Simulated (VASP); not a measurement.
# TiTe2 (P-3m1) in VASP: a series of runs

Runs on TiTe2. Level: PBE. Tasks: single point.

All numbers are computed with VASP 6.6.1; they aren't measurements. Logs are shortened: lines on timing, memory, paths and dates and some standing lists are left out, and cuts for length are marked.

## Step 1: The cell of the first run

It takes space group P-3m1 (No. 164, trigonal). The conventional cell has a = 3.824 Å, b = 3.824 Å, c = 6.718 Å, α = 90.00°, β = 90.00°, γ = 120.00°. Ti (site symmetry -3m) has 6 Te at 2.77 Å within 3.7 Å. Te (site symmetry 3m) has 3 Ti at 2.77 Å within 3.7 Å.

## Step 2: Single point, PBE

Input file INCAR:

```
  PREC = Accurate
  ENCUT = 520
  EDIFF = 1E-6
  ISMEAR = 0
  SIGMA = 0.1
  LREAL = F
  LASPH = T
  NELM = 60
  ALGO = Normal
  ISIF = 2
  LWAVE = F
  LCHARG = F
  GGA = PE
  NBANDS = 19
```

Input file KPOINTS:

```
Automatic mesh
0
Gamma
  6 6 4
```

Input file POSCAR:

```
TiTe2
1.0
    3.8242092350      0.0000000000      0.0000000000
   -1.9121046175      3.3118623469      0.0000000000
    0.0000000000      0.0000000000      6.7182524100
Ti Te
1 2
Direct
    0.0000000000      0.0000000000      0.0000000000
    0.6666666700      0.3333333300      0.7498315100
    0.3333333300      0.6666666700      0.2501684900
```

Potentials or basis: VASP PAW PBE potentials, release 64 (Ti_sv, Te).

Started as:

```bash
$ cat potpaw_PBE.64/Ti_sv/POTCAR potpaw_PBE.64/Te/POTCAR > POTCAR
$ mpirun -np 1 vasp_std > vasp.out
```

OUTCAR:

```text
PREC = Accurate
   ENCUT = 520
   EDIFF = 1E-6
   ISMEAR = 0
   LREAL = F
   LASPH = T
   NELM = 60
   ISIF = 2
   GGA = PE

 ion  position               nearest neighbor table
   1  0.000  0.000  0.000-   2 2.77   3 2.77   2 2.77   3 2.77   2 2.77   3 2.77
   2  0.667  0.333  0.750-   1 2.77   1 2.77   1 2.77
   3  0.333  0.667  0.250-   1 2.77   1 2.77   1 2.77

  LATTYP: Found a hexagonal cell.
 ALAT       =     3.8242092350
 C/A-ratio  =     1.7567690461

  Lattice vectors:

 A1 = (   3.8242092350,   0.0000000000,   0.0000000000)
 A2 = (  -1.9121046175,   3.3118623469,   0.0000000000)
 A3 = (   0.0000000000,   0.0000000000,   6.7182524100)

Analysis of symmetry for initial positions (statically):
=====================================================================
 Subroutine PRICEL returns:
 Original cell was already a primitive cell.

 Routine SETGRP: Setting up the symmetry group for a
 hexagonal supercell.

 Subroutine GETGRP returns: Found 12 space group operations
 (whereof 12 operations were pure point group operations)
 out of a pool of 24 trial point group operations.

The static configuration has the point symmetry D_3d.

Analysis of symmetry for dynamics (positions and initial velocities):
=====================================================================
 Subroutine PRICEL returns:
 Original cell was already a primitive cell.

 Routine SETGRP: Setting up the symmetry group for a
 hexagonal supercell.

 Subroutine GETGRP returns: Found 12 space group operations
 (whereof 12 operations were pure point group operations)
 out of a pool of 24 trial point group operations.

The dynamic configuration has the point symmetry D_3d.

 Subroutine INISYM returns: Found 12 space group operations
 (whereof 12 operations are pure point group operations),
 and found     1 'primitive' translations

----------------------------------------------------------------------------------------

                                     Primitive cell

  volume of cell :      85.0884

  direct lattice vectors                    reciprocal lattice vectors
     3.824209235  0.000000000  0.000000000     0.261491968  0.150972458  0.000000000
    -1.912104618  3.311862347  0.000000000     0.000000000  0.301944917  0.000000000
     0.000000000  0.000000000  6.718252410     0.000000000  0.000000000  0.148848233

  length of vectors
     3.824209235  3.824209235  6.718252410     0.301944917  0.301944917  0.148848233

  position of ions in fractional coordinates (direct lattice)
     0.000000000  0.000000000  0.000000000
     0.666666670  0.333333330  0.749831510
     0.333333330  0.666666670  0.250168490

  ion indices of the primitive-cell ions
   primitive index   ion index
                 1           1
                 2           2
                 3           3

----------------------------------------------------------------------------------------

 KPOINTS: Automatic mesh

Automatic generation of k-mesh.
 Grid dimensions read from file:
 generate k-points for:    6    6    4

 Generating k-lattice:

  Cartesian coordinates                     Fractional coordinates (reciprocal lattice)
     0.043581995  0.025162076  0.000000000     0.166666667  0.000000000  0.000000000
     0.000000000  0.050324153  0.000000000     0.000000000  0.166666667  0.000000000
     0.000000000  0.000000000  0.037212058     0.000000000  0.000000000  0.250000000

  Length of vectors
     0.050324153  0.050324153  0.037212058

  Shift w.r.t. Gamma in fractional coordinates (k-lattice)
     0.000000000  0.000000000  0.000000000

 Subroutine IBZKPT returns following result:
 ===========================================

 Found     24 irreducible k-points:

 Following reciprocal coordinates:
            Coordinates               Weight
  0.000000  0.000000  0.000000      1.000000
  0.166667  0.000000  0.000000      6.000000
  0.333333  0.000000  0.000000      6.000000
  0.500000 -0.000000  0.000000      3.000000
  0.166667  0.166667  0.000000      6.000000
  0.333333  0.166667  0.000000     12.000000
[... 16 lines left out ...]
  0.333333  0.166667  0.500000     12.000000
  0.333333  0.333333  0.500000      2.000000
   k-points           NKPTS =     24   k-points in BZ     NKDIM =     24   number of bands    NBANDS=     19
   number of dos      NEDOS =    301   number of ions     NIONS =      3
   total plane-waves  NPLWV =  39200
   dimension x,y,z NGX =    28 NGY =   28 NGZ =   50
   dimension x,y,z NGXF=    56 NGYF=   56 NGZF=  100
   ions per type =               1   2
   NGX,Y,Z   is equivalent  to a cutoff of  12.17, 12.17, 12.37 a.u.
   NGXF,Y,Z  is equivalent  to a cutoff of  24.34, 24.34, 24.75 a.u.
 SYSTEM =  unknown system
   PREC   = accura    normal or accurate (medium, high low for compatibility)
   ISTART =      0    job   : 0-new  1-cont  2-samecut
   ICHARG =      2    charge: 1-file 2-atom 10-const
   ISPIN  =      1    spin polarized calculation?
   LNONCOLLINEAR =      F non collinear calculations
   LSORBIT =      F    spin-orbit coupling
   LASPH  =      T    aspherical Exc in radial PAW
   ENCUT  =  520.0 eV  38.22 Ry    6.18 a.u.   7.11  7.11 12.49*2*pi/ulx,y,z
   NELM   =     60;   NELMIN=  2; NELMDL= -5     # of ELM steps
   EDIFF  = 0.1E-05   stopping-criterion for ELM
   LREAL  =      F    real-space projection
   EDIFFG = 0.1E-04   stopping-criterion for IOM
   NSW    =      0    number of steps for IOM
   IBRION =     -1    ionic relax: 0-MD 1-quasi-New 2-CG
   NFREE  =      0    steps in history (QN), initial steepest desc. (CG)
   ISIF   =      2    stress and relaxation
   ISYM   =      2    0-nonsym 1-usesym 2-fastsym
   POTIM  = 0.5000    time-step for ionic-motion
   TEBEG  =    0.0;   TEEND  =   0.0 temperature during run
   PSTRESS=    0.0 pullay stress
   NELECT =      24.0000    total number of electrons
   NUPDOWN=      -1.0000    fix difference up-down
   EMIN   =  10.00;   EMAX   =-10.00  energy-range for DOS
   EFERMI =   0.00;   METHOD = LEGACY
   ISMEAR =     0;   SIGMA  =   0.10  broadening in eV -4-tet -1-fermi 0-gaus
   EFERMI_NEDOS =   21; number of points for ismear=-14 and -15
   IALGO  =     38    algorithm
   IMIX   =      4    mixing-type and parameters
     AMIX     =   0.40;   BMIX     =  1.00
     AMIX_MAG =   1.60;   BMIX_MAG =  1.00
  volume/ion in A,a.u.               =      28.36       191.40
  Fermi-wavevector in a.u.,A,eV,Ry     =   1.073631  2.028869 15.683220  1.152684
  Thomas-Fermi vector in A             =   2.209436
   LORBIT       =      0    0 simple, 1 ext, 2 COOP (PROOUT), +10 PAW based schemes
   GGA     = PE    functional components
   LHFCALC =     F    Hartree Fock is set to
   AEXX    =    0.0000 exact exchange contribution
   IVDW    =     0    specifies the selected vdW correction
   LEPSILON=     F    determine dielectric tensor
   LRPA    =     F    only Hartree local field effects (RPA)
 non-spin polarized calculation
 Gauss-broadening in eV      SIGMA  =   0.10
  energy-cutoff  :      520.00
  volume of cell :       85.09
 maximum number of plane-waves:      2316
   NGX = 15   NGY = 15   NGZ = 25

 number of electron      24.0000001 magnetization

 Free energy of the ion-electron system (eV)
  ---------------------------------------------------
  ext. energy  EPLUGINS =         0.00000000
  ---------------------------------------------------
  free energy    TOTEN  =       -16.20943878 eV

  energy without entropy =      -16.20025454  energy(sigma->0) =      -16.20484666

 E-fermi :   6.1324     XC(G=0):  -9.5379

 val. band max:        6.1128892548   @ k =   0.5000  -0.0000   0.2500
 cond. band min:       6.1746708325   @ k =   0.3333   0.0000   0.5000
 fundamental gap:      0.0617815777
 Fermi energy:         6.1324086483

 k-point     1 :       0.0000    0.0000    0.0000
  band No.  band energies     occupation
      1     -51.4092      2.00000
      2     -27.6610      2.00000
      3     -27.6610      2.00000
      4     -27.6279      2.00000
      5      -6.0397      2.00000
      6      -4.7352      2.00000
[... 11 lines left out ...]
     18      11.1989      0.00000
     19      11.7234      0.00000

 k-point     2 :       0.1667    0.0000    0.0000
  band No.  band energies     occupation
      1     -51.4085      2.00000
      2     -27.6702      2.00000
      3     -27.6631      2.00000
      4     -27.6258      2.00000
      5      -5.7550      2.00000
      6      -4.5931      2.00000
[... 11 lines left out ...]
     18      12.1677      0.00000
     19      12.7272      0.00000

 k-point     3 :       0.3333    0.0000    0.0000
  band No.  band energies     occupation
      1     -51.4073      2.00000
      2     -27.6884      2.00000
      3     -27.6673      2.00000
      4     -27.6216      2.00000
      5      -5.0301      2.00000
      6      -4.3062      2.00000
[... 11 lines left out ...]
     18      11.4776      0.00000
     19      11.9794      0.00000

 k-point     4 :       0.5000   -0.0000    0.0000
  band No.  band energies     occupation
      1     -51.4067      2.00000
      2     -27.6975      2.00000
      3     -27.6694      2.00000
      4     -27.6194      2.00000
      5      -4.4137      2.00000
      6      -4.2930      2.00000
[... 11 lines left out ...]
     18      11.3885      0.00000
     19      11.5926      0.00000

 k-point     5 :       0.1667    0.1667    0.0000
  band No.  band energies     occupation
      1     -51.4076      2.00000
      2     -27.6821      2.00000
      3     -27.6680      2.00000
      4     -27.6226      2.00000
      5      -5.2463      2.00000
      6      -4.3707      2.00000
[... 11 lines left out ...]
     18      12.2892      0.00000
     19      13.1131      0.00000
[... 334 lines left out ...]
      2     -27.6975      2.00000
      3     -27.6694      2.00000
      4     -27.6195      2.00000
      5      -4.4188      2.00000
      6      -4.2675      2.00000
[... 11 lines left out ...]
     18      10.4144      0.00000
     19      10.6185      0.00000

 k-point    22 :       0.1667    0.1667    0.5000
  band No.  band energies     occupation
      1     -51.4076      2.00000
      2     -27.6821      2.00000
      3     -27.6680      2.00000
      4     -27.6226      2.00000
      5      -4.9805      2.00000
      6      -4.7136      2.00000
[... 11 lines left out ...]
     18      12.6319      0.00000
     19      12.7048      0.00000

 k-point    23 :       0.3333    0.1667    0.5000
  band No.  band energies     occupation
      1     -51.4067      2.00000
      2     -27.6928      2.00000
      3     -27.6742      2.00000
      4     -27.6195      2.00000
      5      -4.4029      2.00000
      6      -4.3155      2.00000
[... 11 lines left out ...]
     18      11.3094      0.00000
     19      11.6001      0.00000

 k-point    24 :       0.3333    0.3333    0.5000
  band No.  band energies     occupation
      1     -51.4063      2.00000
      2     -27.6863      2.00000
      3     -27.6863      2.00000
      4     -27.6184      2.00000
      5      -4.1806      2.00000
      6      -4.1806      2.00000
[... 11 lines left out ...]
     18      11.7791      0.00000
     19      11.7791      0.00000

------------------------ aborting loop because EDIFF is reached ----------------------------------------

  FORCE on cell =-STRESS in cart. coord.  units (eV):
  Direction    XX          YY          ZZ          XY          YZ          ZX
  --------------------------------------------------------------------------------------
  -------------------------------------------------------------------------------------
  Total       -0.1951174     -0.1951174      0.3312123     -0.0000000     -0.0000000      0.0000000
  in kB       -3.6739755     -3.6739755      6.2365839     -0.0000000     -0.0000000      0.0000000
  external PRESSURE =      -0.3704557 kB  Pullay stress =       0.0000000 kB

 VOLUME and BASIS-vectors are now :
 -----------------------------------------------------------------------------
  energy-cutoff  :      520.00
  volume of cell :       85.09
      direct lattice vectors                 reciprocal lattice vectors
     3.824209235  0.000000000  0.000000000     0.261491968  0.150972458  0.000000000
    -1.912104618  3.311862347  0.000000000     0.000000000  0.301944917  0.000000000
     0.000000000  0.000000000  6.718252410     0.000000000  0.000000000  0.148848233

 POSITION                                       TOTAL-FORCE (eV/Angst)
 -----------------------------------------------------------------------------------
      0.00000      0.00000      0.00000        -0.000000      0.000000      0.000000
      1.91210      1.10395      5.03756         0.000000      0.000000     -0.151401
     -0.00000      2.20791      1.68070        -0.000000      0.000000      0.151401
 -----------------------------------------------------------------------------------
    total drift:                               -0.000000     -0.000000      0.000000

  FREE ENERGIE OF THE ION-ELECTRON SYSTEM (eV)
  ---------------------------------------------------
  free  energy   TOTEN  =       -16.2094387842 eV

  energy  without entropy=      -16.2002545406  energy(sigma->0) =      -16.20484666
```

Run time: 51 s. Hardware: 1 thread of Intel Xeon 6975P-C, shared host; peak memory 0.2 GiB.

Results:

| Quantity | Value |
| --- | --- |
| Free energy | -16.2094 eV |
| Pressure | 0.0 GPa |
| Largest force | 0.151 eV/Å |
| Band gap on the k mesh | zero (band 12 reaches 6.48 eV, above the bottom of band 13 at 5.94 eV) |

Forces on the atoms (eV/Å):
```
Ti   0.000  0.000  0.000
Te   0.000  0.000 -0.151
Te   0.000  0.000  0.151
```

Caveat: spin-orbit coupling is left out, which moves the levels of the heavy elements; this functional lacks dispersion, which binds the layers, so the pressure and a relaxed spacing across them are unreliable.

## Step 3: Single point, PBE

This run uses another cell than the first one, of the same volume but with other edges.

Input file INCAR:

```
SYSTEM = TiTe2
PREC = Accurate
ENCUT = 520
EDIFF = 1E-6
ISMEAR = 0
SIGMA = 0.1
LREAL = .False.
LASPH = .True.
NELM = 80
ALGO = Normal
ISIF = 2
LWAVE = .False.
LCHARG = .True.
GGA = PE
LELF = .True.
LVHAR = .True.
NBANDS = 19
```

Input file KPOINTS:

```
Automatic mesh
0
Gamma
  12 12 8
  0 0 0
```

Input file POSCAR:

```
TiTe2
1.0
    3.7679136255      0.0000000000      0.0000000000
   -1.8839568127      3.2631089189      0.0000000000
    0.0000000000      0.0000000000      6.9188678247
Ti Te
1 2
Direct
    0.0000000000      0.0000000000      0.0000000000
    0.6666666667      0.3333333333      0.7497707693
    0.3333333333      0.6666666667      0.2502292307
```

Potentials or basis: VASP PAW PBE potentials, release 64 (Ti_sv, Te).

Started as:

```bash
$ cat potpaw_PBE.64/Ti_sv/POTCAR potpaw_PBE.64/Te/POTCAR > POTCAR
$ mpirun -np 1 vasp_std > vasp.out
```

Wall time 3.8 min (1 thread of Intel Xeon 6975P-C, shared host); peak memory 0.35 GiB.

The run converged. Its results:

```
Free energy            : -16.2230 eV
Pressure               : 0.0 GPa
Largest force          : 0.011 eV/Å
Band gap on the k mesh : zero (band 12 reaches 6.53 eV, above the bottom of band 13 at 5.88 eV)
```

Forces on the atoms (eV/Å):
```
Ti   0.000  0.000  0.000
Te   0.000  0.000 -0.011
Te   0.000  0.000  0.011
```

Levels at points of the mesh, in eV from the Fermi level:
| k point | band 8 | band 9 | band 10 | band 11 | band 12 | band 13 | band 14 | band 15 | band 16 | band 17 |
| --- | --- | --- | --- | --- | --- | --- | --- | --- | --- | --- |
| (0.00, 0.00, 0.00) | -1.56 | -1.56 | -0.03 | 0.31 | 0.40 | 0.40 | 1.11 | 1.11 | 3.18 | 3.18 |
| (0.50, 0.00, 0.00) | -3.78 | -2.40 | -2.33 | -1.74 | -0.89 | -0.01 | 1.15 | 1.48 | 2.47 | 3.18 |
| (0.00, 0.00, 0.50) | -2.43 | -1.52 | -1.52 | 0.40 | 0.40 | 0.87 | 0.95 | 0.95 | 3.41 | 3.41 |
| (0.50, 0.00, 0.50) | -4.27 | -2.38 | -1.87 | -1.24 | -0.61 | -0.25 | 1.15 | 1.47 | 2.75 | 3.35 |

Caveat: spin-orbit coupling is left out, which moves the levels of the heavy elements; this functional lacks dispersion, which binds the layers, so the pressure and a relaxed spacing across them are unreliable.
